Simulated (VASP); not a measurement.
# CuO (P-6m2) in VASP: further runs

Runs on CuO. Level: LDA+U. Tasks: single point.

Everything below comes from runs of VASP 6.6.1. Logs are shortened: lines on timing, memory, paths and dates and some standing lists are left out, and cuts for length are marked.

### 1 The cell of the first run

The structure is hexagonal, space group P-6m2 (No. 187). Conventional cell: a = 2.836 Å, b = 2.836 Å, c = 2.768 Å, α = 90.00°, β = 90.00°, γ = 120.00°. Cu (site symmetry -6m2) has 6 O at 2.14 Å and 8 Cu at 2.77 to 2.84 Å within 2.9 Å. O (site symmetry -6m2) has 6 Cu at 2.14 Å and 8 O at 2.77 to 2.84 Å within 2.9 Å.

### 2 Single point, LDA+U, collinear spin, ferromagnetic start

INCAR reads:

```
PREC = Accurate
ENCUT = 1340
EDIFF = 1E-6
ISMEAR = 0
SIGMA = 0.05
LREAL = F
LASPH = T
NELM = 200
ALGO = Normal
ISIF = 2
LWAVE = F
LCHARG = F
ISPIN = 2
MAGMOM = 0.44 0.67
LORBIT = 11
LMAXMIX = 4
LDAU = T
LDAUTYPE = 2
LDAUL = 2 -1
LDAUU = 6 0
LDAUJ = 0 0
LDAUPRINT = 1
NBANDS = 24
GGA_COMPAT = F
```

KPOINTS reads:

```
Automatic mesh
0
Gamma
  8 8 7
```

POSCAR reads:

```
CuO
1.0
    2.8363251100      0.0000000000      0.0000000000
   -1.4181625500      2.4563296000      0.0000000000
    0.0000000000      0.0000000000      2.7681127800
Cu O
1 1
Direct
    0.0000000000      0.0000000000      0.0000000000
    0.6666666667      0.3333333333      0.5000000000
```

Potentials or basis: VASP PAW LDA potentials, release 64 (Cu_sv_GW, O_h).

Command:

```sh
> cat potpaw_LDA.64/Cu_sv_GW/POTCAR potpaw_LDA.64/O_h/POTCAR > POTCAR
> mpirun -np 1 vasp_std > vasp.out
```

OUTCAR:

```text
PREC = Accurate
   ENCUT = 1340
   EDIFF = 1E-6
   ISMEAR = 0
   LREAL = F
   LASPH = T
   NELM = 200
   ISIF = 2
   ISPIN = 2
   LORBIT = 11

 ion  position               nearest neighbor table
   1  0.000  0.000  0.000-
   2  0.667  0.333  0.500-

  LATTYP: Found a hexagonal cell.
 ALAT       =     2.8363251100
 C/A-ratio  =     0.9759504544

  Lattice vectors:

 A1 = (   2.8363251100,   0.0000000000,   0.0000000000)
 A2 = (  -1.4181625500,   2.4563296000,   0.0000000000)
 A3 = (   0.0000000000,   0.0000000000,   2.7681127800)

Analysis of symmetry for initial positions (statically):
=====================================================================
 Subroutine PRICEL returns:
 Original cell was already a primitive cell.

 Routine SETGRP: Setting up the symmetry group for a
 hexagonal supercell.

 Subroutine GETGRP returns: Found 12 space group operations
 (whereof 12 operations were pure point group operations)
 out of a pool of 24 trial point group operations.

The static configuration has the point symmetry D_3h.

Analysis of symmetry for dynamics (positions and initial velocities):
=====================================================================
 Subroutine PRICEL returns:
 Original cell was already a primitive cell.

 Routine SETGRP: Setting up the symmetry group for a
 hexagonal supercell.

 Subroutine GETGRP returns: Found 12 space group operations
 (whereof 12 operations were pure point group operations)
 out of a pool of 24 trial point group operations.

The dynamic configuration has the point symmetry D_3h.

Analysis of structural, dynamic, and magnetic symmetry:
=====================================================================
 Subroutine PRICEL returns:
 Original cell was already a primitive cell.

 Routine SETGRP: Setting up the symmetry group for a
 hexagonal supercell.

 Subroutine GETGRP returns: Found 12 space group operations
 (whereof 12 operations were pure point group operations)
 out of a pool of 24 trial point group operations.

The overall configuration has the point symmetry D_3h.

 Subroutine INISYM returns: Found 12 space group operations
 (whereof 12 operations are pure point group operations),
 and found     1 'primitive' translations

----------------------------------------------------------------------------------------

                                     Primitive cell

  volume of cell :      19.2853

  direct lattice vectors                    reciprocal lattice vectors
     2.836325110  0.000000000  0.000000000     0.352568892  0.203555744  0.000000000
    -1.418162550  2.456329600  0.000000000     0.000000000  0.407111489  0.000000000
     0.000000000  0.000000000  2.768112780     0.000000000  0.000000000  0.361256957

  length of vectors
     2.836325110  2.836325109  2.768112780     0.407111488  0.407111489  0.361256957

  position of ions in fractional coordinates (direct lattice)
     0.000000000  0.000000000  0.000000000
     0.666666667  0.333333333  0.500000000

  ion indices of the primitive-cell ions
   primitive index   ion index
                 1           1
                 2           2

----------------------------------------------------------------------------------------

 KPOINTS: Automatic mesh

Automatic generation of k-mesh.
 Grid dimensions read from file:
 generate k-points for:    8    8    7

 Generating k-lattice:

[... 61 lines left out ...]
   EDIFF  = 0.1E-05   stopping-criterion for ELM
   LREAL  =      F    real-space projection
   EDIFFG = 0.1E-04   stopping-criterion for IOM
   NSW    =      0    number of steps for IOM
   IBRION =     -1    ionic relax: 0-MD 1-quasi-New 2-CG
   NFREE  =      0    steps in history (QN), initial steepest desc. (CG)
   ISIF   =      2    stress and relaxation
   ISYM   =      2    0-nonsym 1-usesym 2-fastsym
   POTIM  = 0.5000    time-step for ionic-motion
   TEBEG  =    0.0;   TEEND  =   0.0 temperature during run
   PSTRESS=    0.0 pullay stress
   NELECT =      25.0000    total number of electrons
   NUPDOWN=      -1.0000    fix difference up-down
   EMIN   =  10.00;   EMAX   =-10.00  energy-range for DOS
   EFERMI =   0.00;   METHOD = LEGACY
   ISMEAR =     0;   SIGMA  =   0.05  broadening in eV -4-tet -1-fermi 0-gaus
   EFERMI_NEDOS =   21; number of points for ismear=-14 and -15
   IALGO  =     38    algorithm
   IMIX   =      4    mixing-type and parameters
     AMIX     =   0.40;   BMIX     =  1.00
     AMIX_MAG =   1.60;   BMIX_MAG =  1.00
  volume/ion in A,a.u.               =       9.64        65.07
  Fermi-wavevector in a.u.,A,eV,Ry     =   1.785032  3.373221 43.352781  3.186339
  Thomas-Fermi vector in A             =   2.848898
   LORBIT       =     11    0 simple, 1 ext, 2 COOP (PROOUT), +10 PAW based schemes
 LDA+U is selected, type is set to LDAUTYPE =  2
   angular momentum for each species LDAUL =     2   -1
   U (eV)           for each species LDAUU =   6.0  0.0
   J (eV)           for each species LDAUJ =   0.0  0.0
   GGA     = CA    functional components
   LHFCALC =     F    Hartree Fock is set to
   AEXX    =    0.0000 exact exchange contribution
   IVDW    =     0    specifies the selected vdW correction
   LEPSILON=     F    determine dielectric tensor
   LRPA    =     F    only Hartree local field effects (RPA)
 spin polarized calculation
 Gauss-broadening in eV      SIGMA  =   0.05
  energy-cutoff  :     1340.00
  volume of cell :       19.29
 maximum number of plane-waves:      2188
 NGX is ok and might be reduce to    36
   NGX = 17   NGY = 17   NGZ = 17

atom =   1  type =  1  l = 2

 onsite density matrix

spin component  1

  0.9459 -0.0000 -0.0000 -0.0000 -0.0000
 -0.0000  0.9676  0.0000  0.0000  0.0000
 -0.0000  0.0000  0.9450 -0.0000  0.0000
 -0.0000  0.0000 -0.0000  0.9676 -0.0000
 -0.0000  0.0000  0.0000 -0.0000  0.9459

spin component  2

  0.9209  0.0000 -0.0000  0.0000 -0.0000
  0.0000  0.7400 -0.0000  0.0000 -0.0000
 -0.0000 -0.0000  0.9422 -0.0000  0.0000
  0.0000  0.0000 -0.0000  0.7400  0.0000
 -0.0000 -0.0000  0.0000  0.0000  0.9209

 occupancies and eigenvectors

  o =  0.7400  v =  0.0000  0.0000  0.0000  0.0000  0.0000  0.0000  0.6081  0.0000 -0.7938  0.0000      0.0000  0.0000  0.0000  0.0000  0.0000  0.0000  0.0000  0.0000  0.0000  0.0000
  o =  0.7400  v =  0.0000  0.0000  0.0000  0.0000  0.0000 -0.0000  0.7938  0.0000  0.6081  0.0000      0.0000  0.0000  0.0000  0.0000  0.0000  0.0000  0.0000  0.0000  0.0000  0.0000
  o =  0.9209  v =  0.0000  0.0000  0.0000  0.0000  0.0000 -0.1494 -0.0000 -0.0000 -0.0000  0.9888      0.0000  0.0000  0.0000  0.0000  0.0000  0.0000  0.0000  0.0000  0.0000  0.0000
  o =  0.9209  v =  0.0000  0.0000  0.0000  0.0000  0.0000 -0.9888  0.0000 -0.0000  0.0000 -0.1494      0.0000  0.0000  0.0000  0.0000  0.0000  0.0000  0.0000  0.0000  0.0000  0.0000
  o =  0.9422  v =  0.0000  0.0000  0.0000  0.0000  0.0000 -0.0000 -0.0000  1.0000 -0.0000  0.0000      0.0000  0.0000  0.0000  0.0000  0.0000  0.0000  0.0000  0.0000  0.0000  0.0000
  o =  0.9450  v = -0.0000 -0.0000 -1.0000 -0.0000  0.0000  0.0000  0.0000  0.0000  0.0000  0.0000      0.0000  0.0000  0.0000  0.0000  0.0000  0.0000  0.0000  0.0000  0.0000  0.0000
  o =  0.9459  v = -0.3098  0.0000  0.0000  0.0000 -0.9508  0.0000  0.0000  0.0000  0.0000  0.0000      0.0000  0.0000  0.0000  0.0000  0.0000  0.0000  0.0000  0.0000  0.0000  0.0000
  o =  0.9459  v =  0.9508  0.0000 -0.0000  0.0000 -0.3098  0.0000  0.0000  0.0000  0.0000  0.0000      0.0000  0.0000  0.0000  0.0000  0.0000  0.0000  0.0000  0.0000  0.0000  0.0000
  o =  0.9676  v =  0.0000  0.6081 -0.0000 -0.7938  0.0000  0.0000  0.0000  0.0000  0.0000  0.0000      0.0000  0.0000  0.0000  0.0000  0.0000  0.0000  0.0000  0.0000  0.0000  0.0000
  o =  0.9676  v = -0.0000  0.7938 -0.0000  0.6081  0.0000  0.0000  0.0000  0.0000  0.0000  0.0000      0.0000  0.0000  0.0000  0.0000  0.0000  0.0000  0.0000  0.0000  0.0000  0.0000

 number of electron      24.9999999 magnetization       0.9998150

 Free energy of the ion-electron system (eV)
  ---------------------------------------------------
  ext. energy  EPLUGINS =         0.00000000
  ---------------------------------------------------
  free energy    TOTEN  =        -8.46312578 eV

  energy without entropy =       -8.46229544  energy(sigma->0) =       -8.46271061

 E-fermi :   5.2433     XC(G=0): -13.2379

 val. band max:        5.2295520405   @ k =   0.1250  -0.0000   0.0000
 cond. band min:       5.2918370479   @ k =   0.1250   0.1250   0.1429
 fundamental gap:      0.0622850074
 Fermi energy:         5.2432518864

 spin component 1

 k-point     1 :       0.0000    0.0000    0.0000
  band No.  band energies     occupation
      1    -104.3890      1.00000
      2     -62.5548      1.00000
      3     -62.2814      1.00000
      4     -62.2814      1.00000
      5     -13.6191      1.00000
      6       0.8335      1.00000
[... 1289 lines left out ...]
     23      39.3785      0.00000
     24      41.1721      0.00000

 [... further k-points ...]

------------------------ aborting loop because EDIFF is reached ----------------------------------------

  FORCE on cell =-STRESS in cart. coord.  units (eV):
  Direction    XX          YY          ZZ          XY          YZ          ZX
  --------------------------------------------------------------------------------------
  -------------------------------------------------------------------------------------
  Total       -1.4059574     -1.4059574     -2.9536107     -0.0000000     -0.0000000      0.0000000
  in kB     -116.8036188   -116.8036189   -245.3790101     -0.0000002     -0.0000000      0.0000000
  external PRESSURE =    -159.6620826 kB  Pullay stress =       0.0000000 kB

 VOLUME and BASIS-vectors are now :
 -----------------------------------------------------------------------------
  energy-cutoff  :     1340.00
  volume of cell :       19.29
      direct lattice vectors                 reciprocal lattice vectors
     2.836325110  0.000000000  0.000000000     0.352568892  0.203555744  0.000000000
    -1.418162550  2.456329600  0.000000000     0.000000000  0.407111489  0.000000000
     0.000000000  0.000000000  2.768112780     0.000000000  0.000000000  0.361256957

 POSITION                                       TOTAL-FORCE (eV/Angst)
 -----------------------------------------------------------------------------------
      0.00000      0.00000      0.00000        -0.000000      0.000000      0.000000
      1.41816      0.81878      1.38406         0.000000     -0.000000      0.000000
 -----------------------------------------------------------------------------------
    total drift:                               -0.000000      0.000000      0.000000

  FREE ENERGIE OF THE ION-ELECTRON SYSTEM (eV)
  ---------------------------------------------------
  free  energy   TOTEN  =        -8.4631257809 eV

  energy  without entropy=       -8.4622954396  energy(sigma->0) =       -8.46271061

 total charge

# of ion       s       p       d       f       tot
--------------------------------------------------
    1        2.183   6.288   9.008   0.008  17.486
    2        1.056   2.228   0.000   0.000   3.284
--------------------------------------------------
tot          3.239   8.516   9.008   0.008  20.771

 magnetization (x)

# of ion       s       p       d       f       tot
--------------------------------------------------
    1       -0.007  -0.003   0.508   0.001   0.499
    2        0.008   0.342   0.000   0.000   0.350
--------------------------------------------------
tot          0.001   0.339   0.508   0.001   0.848
```

Run time: 4.7 min. Hardware: 1 thread of AMD EPYC 7R43 (Zen 3), shared host; peak memory 0.24 GiB.

Results:

```yaml
Free_energy: -8.4631 eV
Pressure: -16.0 GPa
Band_gap_on_the_k_mesh: zero (filled and empty bands overlap)
Net_moment: 1.00 μB per cell
Site_moments: Cu +0.50; O +0.35 μB
Valence_electrons_inside_the_program's_atomic_spheres: Cu 17.49; O 3.28
```

Levels at points of the mesh, in eV from the Fermi level:
Spin up:
```
           k point  band 11  band 12  band 13  band 14  band 15  band 16
(0.00, 0.00, 0.00)    -2.57    -0.63    -0.63     1.50    15.16    16.97
(0.50, 0.00, 0.00)    -2.41    -2.12    -0.38     6.36     8.99    15.36
```
Spin down:
```tsv
k point	band 8	band 9	band 10	band 11	band 12	band 13	band 14	band 15	band 16	band 17
(0.00, 0.00, 0.00)	-3.85	-1.84	-1.33	-1.33	0.18	0.18	1.78	15.28	17.08	17.08
(0.50, 0.00, 0.00)	-3.45	-2.63	-1.89	-1.45	-1.44	0.97	6.53	9.49	15.51	17.74
```

Eigenvalues of the final occupation matrices:
| site | spin | trace | eigenvalues |
| --- | --- | --- | --- |
| site 1 d | 1 | 4.77 | 0.94 0.95 0.95 0.97 0.97 |
| site 1 d | 2 | 4.26 | 0.74 0.74 0.92 0.92 0.94 |

Caveat: the stress differs along the axes, from -25 to -12 GPa; a cell with one magnetic atom can't hold antiferromagnetic order, which such compounds often take. The state reached can hang on the start; a lower one may exist.

### 3 Single point, LDA+U, collinear spin

INCAR reads:

```
SYSTEM = CuO
PREC     = Accurate       ! precision mode
ENCUT    = 820            ! plane-wave cutoff, eV
EDIFF    = 1E-6           ! SCF threshold, eV
ISMEAR   = 0              ! smearing method
SIGMA    = 0.05           ! smearing width, eV
LREAL    = .FALSE.        ! projectors in reciprocal space
LASPH    = .TRUE.         ! aspherical terms in the spheres
NELM     = 200            ! most SCF steps
ALGO     = Normal         ! electronic algorithm
ISIF     = 2              ! what is computed and relaxed
LWAVE    = .FALSE.        ! write WAVECAR
LCHARG   = .FALSE.        ! write CHGCAR
ISPIN    = 2              ! spin polarisation
MAGMOM   = 1 0            ! initial moments
LORBIT   = 11             ! projections on sites
LMAXMIX  = 4              ! l up to which the mixer works
LDAU     = .TRUE.         ! DFT+U
LDAUTYPE = 2            
LDAUL    = 2 -1           ! shell
LDAUU    = 6 0            ! U, eV
LDAUJ    = 0 0          
LDAUPRINT= 1            
GGA      = CA             ! functional
NBANDS   = 24             ! bands
GGA_COMPAT= .FALSE.
```

KPOINTS reads:

```
regular mesh
0
G
  8 8 7
  0 0 0
```

POSCAR is that of step 2.

Potentials or basis: VASP PAW LDA potentials, release 64 (Cu_sv_GW, O).

Command:

```sh
> cat potpaw_LDA.64/Cu_sv_GW/POTCAR potpaw_LDA.64/O/POTCAR > POTCAR
> mpirun -np 1 vasp_std > vasp.out
```

It took 2.4 min on 1 thread of Intel Xeon Platinum 8375C at 2.90GHz (Ice Lake), shared host; peak memory 0.2 GiB.

The run converged. Its results:

- Free energy: -8.4649 eV
- Pressure: -16.4 GPa
- Band gap on the k mesh: zero (filled and empty bands overlap)
- Net moment: 1.00 μB per cell
- Site moments: Cu +0.50; O +0.47 μB
- Valence electrons inside the program's atomic spheres: Cu 17.49; O 4.86

Stress tensor (GPa, compression positive):
```
-12.13   0.00   0.00
  0.00 -12.13   0.00
  0.00   0.00 -25.01
```

Levels at points of the mesh, in eV from the Fermi level:
Spin up:
| k point | band 9 | band 10 | band 11 | band 12 | band 13 | band 14 | band 15 | band 16 | band 17 | band 18 |
| --- | --- | --- | --- | --- | --- | --- | --- | --- | --- | --- |
| (0.00, 0.00, 0.00) | -3.36 | -3.36 | -2.57 | -0.63 | -0.63 | 1.50 | 15.16 | 16.97 | 16.97 | 18.90 |
| (0.50, 0.00, 0.00) | -3.46 | -3.26 | -2.41 | -2.12 | -0.39 | 6.36 | 8.99 | 15.36 | 17.48 | 17.78 |
Spin down:
| k point | band 8 | band 9 | band 10 | band 11 | band 12 | band 13 | band 14 | band 15 | band 16 | band 17 |
| --- | --- | --- | --- | --- | --- | --- | --- | --- | --- | --- |
| (0.00, 0.00, 0.00) | -3.85 | -1.84 | -1.33 | -1.33 | 0.18 | 0.18 | 1.78 | 15.28 | 17.08 | 17.08 |
| (0.50, 0.00, 0.00) | -3.45 | -2.63 | -1.89 | -1.45 | -1.44 | 0.97 | 6.53 | 9.49 | 15.51 | 17.74 |

Eigenvalues of the final occupation matrices:
| site | spin | trace | eigenvalues |
| --- | --- | --- | --- |
| site 1 d | 1 | 4.77 | 0.95 0.95 0.95 0.97 0.97 |
| site 1 d | 2 | 4.26 | 0.74 0.74 0.92 0.92 0.94 |

Caveat: the stress differs along the axes, from -25 to -12 GPa; a cell with one magnetic atom can't hold antiferromagnetic order, which such compounds often take.

The gap in the log of VASP goes by the Fermi energy; the results here count the filled bands.